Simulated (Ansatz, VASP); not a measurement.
## One calculation of Al, two programs

```
Al
1.0
     4.69086    0.00000    0.00000
    -2.34543    4.06241    0.00000
     0.00000    0.00000    2.90919
Al
3
Cartesian
  2.3454 4.0624 0.0000
  0.0000 2.7083 1.4546
  2.3454 1.3541 1.4546
```

Alike in both runs: task single point; functional r2SCAN; k mesh 9 × 9 × 13; occupations fermi-dirac, width 0.1 eV; no spin polarisation.

|  | VASP | Ansatz |
| --- | --- | --- |
| version | VASP 6.6.1 | Ansatz 0.2.0 |
| potentials or method | VASP PAW PBE potentials, release 64 (Al), cutoff 520 eV | plane waves (500 eV) with PAW, scalar-relativistic |
| valence electrons in the cell | 9 | 9 |

```csv
,VASP,Ansatz,Ansatz less VASP
pressure (GPa),-7.3,-7.1,+0.20
"traceless stress, the component that is largest in VASP (GPa)",-1.26,-1.27,-0.011
```

VASP's potentials were made for PBE, not for r2SCAN.
